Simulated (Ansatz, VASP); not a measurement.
**Ni in VASP and in Ansatz**

Contents of POSCAR:

```
Ni
1.0
    0.0000000000      1.7392116818     -1.7392116818
    0.0000000000      1.7392116818      1.7392116818
    3.4784233636      0.0000000000      0.0000000000
Ni
2
Direct
    0.0000000000      0.0000000000      0.0000000000
    0.5000000000      0.5000000000      0.5000000000
```

The input INCAR.step1:

```
SYSTEM = Ni
PREC = Accurate ; ENCUT = 520
ISMEAR = 0 ; SIGMA = 0.05
LREAL = .FALSE. ; LASPH = .TRUE.
NELM = 150 ; ISPIN = 2
MAGMOM = 0.8 -0.8 ; LMAXMIX = 4
NBANDS = 21 ; GGA = PE
ALGO = Normal ; EDIFF = 1E-4
LWAVE = .TRUE. ; LCHARG = .FALSE.
```

INCAR.step2

```
SYSTEM = Ni
PREC = Accurate ; ENCUT = 520
EDIFF = 1E-7 ; ISMEAR = 0
SIGMA = 0.05 ; LREAL = .FALSE.
LASPH = .TRUE. ; NELM = 150
ALGO = Normal ; ISIF = 2
LWAVE = .FALSE. ; LCHARG = .TRUE.
ISPIN = 2 ; MAGMOM = 0.8 -0.8
LORBIT = 11 ; LMAXMIX = 4
METAGGA = R2SCAN ; LMIXTAU = .TRUE.
LELF = .TRUE. ; LVHAR = .TRUE.
NBANDS = 21 ; ISTART = 1
```

File KPOINTS:

```
Automatic mesh
0
G
  14 14 10
  0 0 0
```

Input for Ansatz:

```yaml
crystal:
  lattice:
    - [0.0, 1.7392116818, -1.7392116818]
    - [0.0, 1.7392116818, 1.7392116818]
    - [3.4784233636, 0.0, 0.0]
  atoms:
    - { symbol: Ni, position: [0.0, 0.0, 0.0], spin: 0.8 }
    - { symbol: Ni, position: [0.5, 0.5, 0.5], spin: -0.8 }
basis:
  ecutwfc: 500
  ecutrho_ratio: 4
kpoints:
  mp_grid: { grid: [14, 14, 10] }
hamiltonian:
  xc: r2scan
scf:
  occupations: { method: gaussian, width: 0.05 }
  lower_state_search: "off"
output:
  forces: true
  stress: true
  eigenvalues: true
  populations: true
magnetization:
  spin_polarized: true
```

Alike in both runs: task single point; functional r2SCAN; k mesh 14 × 14 × 10; occupations gaussian, width 0.05 eV; collinear spin.

|  | VASP | Ansatz |
| --- | --- | --- |
| version | VASP 6.6.1 | Ansatz 0.2.0 |
| potentials or method | VASP PAW PBE potentials, release 64 (Ni), cutoff 520 eV | scalar-relativistic, plane waves, PAW |
| valence electrons in the cell | 20 | 36 |

Ansatz gave:

```
gap on the k mesh at the Fermi level (eV)                     : none
pressure (GPa)                                                : -2.2
traceless stress, the component that is largest in VASP (GPa) : -0.14
net moment per atom (μB)                                      : 0.00
size of the moment on the site where the two differ most (μB) : 0.28
```

Problem. What did VASP give for the same quantities?

Solution. gap on the k mesh at the Fermi level (eV): none; pressure (GPa): -1.6; traceless stress, the component that is largest in VASP (GPa): -0.09; net moment per atom (μB): 0.00; size of the moment on the site where the two differ most (μB): 0.27.

VASP's potentials were made for PBE, not for r2SCAN. Site moments also hang on the region over which each program counts them. A gap of «none» marks a metal or a gap that the smearing closes. VASP's potentials hold 20 valence electrons a cell and Ansatz's 36, so a difference there can come from the potentials and not from the codes. Ansatz's warnings: stability check not made.
